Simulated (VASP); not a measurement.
Crystal: HfC.

```xyz
2
Lattice="0.0000 2.2702 2.2702 2.2702 0.0000 2.2702 2.2702 2.2702 0.0000" Properties=species:S:1:pos:R:3 pbc="T T T"
Hf    0.0000    0.0000    0.0000
C     2.2702    2.2702    2.2702
```

This cell differs from its parent crystal: volume scaled by 0.9405.

Base run:

- Program: VASP 6.6.1
- Functional: LDA
- Potentials or basis: VASP PAW LDA potentials, release 64 (Hf_pv, C)
- Cutoff: 520 eV
- k mesh: 14 × 14 × 14
- Occupations: fermi-dirac, width 0.05 eV
- Spin: no spin polarisation

Its results: band gap on the k mesh zero (band 7 reaches 7.49 eV, above the bottom of band 8 at 6.04 eV); pressure 6.6 GPa.

Task: The run is repeated on the same cell with these changes: hubbard terms from none to Hf d U = 2.0 eV. What comes out?

Result: Band gap on the k mesh zero (band 7 reaches 7.66 eV, above the bottom of band 8 at 6.25 eV); pressure 14.9 GPa.

Caveats: spin-orbit coupling is left out, which moves the levels of the heavy elements; U without spin polarisation on a metal has little footing (some runs); the U is typed as a test and isn't derived for this compound (some runs).
